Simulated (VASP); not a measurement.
Wanted: the native input for a VASP 6.6.1 run.

| Quantity | Value |
| --- | --- |
| Task | single point |
| Functional | LDA |
| Potentials or basis | VASP PAW LDA potentials, release 64 (B, N) |
| Cutoff | 520 eV |
| k mesh | 9 × 9 × 9 |
| Occupations | gaussian, width 0.01 eV |
| Spin | no spin polarisation |
| Dipole correction | no |
| Further INCAR settings | ALGO = Normal; EDIFF = 1e-06; NBANDS = 11 |

The structure of BN (Qingsongite) lies in POSCAR:

```
BN
1.0
    0.0000000000      1.7830713297      1.7830713297
    1.7830713297      0.0000000000      1.7830713297
    1.7830713297      1.7830713297      0.0000000000
B N
1 1
Direct
    0.0000000000      0.0000000000      0.0000000000
    0.2500000000      0.2500000000      0.2500000000
```

One way to write it, as run:

INCAR

```
PREC     = Accurate       # precision mode
ENCUT    = 520            # plane-wave cutoff, eV
EDIFF    = 1E-6           # SCF threshold, eV
ISMEAR   = 0              # smearing method
SIGMA    = 0.01           # smearing width, eV
LREAL    = False          # projectors in reciprocal space
LASPH    = True           # aspherical terms in the spheres
NELM     = 80             # most SCF steps
ALGO     = Normal         # electronic algorithm
ISIF     = 2              # what is computed and relaxed
LWAVE    = False          # write WAVECAR
LCHARG   = False          # write CHGCAR
NBANDS   = 11             # bands
```

KPOINTS

```
regular mesh
0
Gamma
  9 9 9
```

Potentials or basis: VASP PAW LDA potentials, release 64 (B, N).

Command:

```bash
$ cat potpaw_LDA.64/B/POTCAR potpaw_LDA.64/N/POTCAR > POTCAR
$ mpirun -np 1 vasp_std > vasp.out
```

Results of the run:

The pressure is 6.0 GPa. The band gap on the k mesh is 4.55 eV, indirect (least direct gap 8.88 eV).

Run time: 3.1 s on 1 thread of Intel Xeon 6975P-C, on a shared host, peak memory 0.11 GiB.
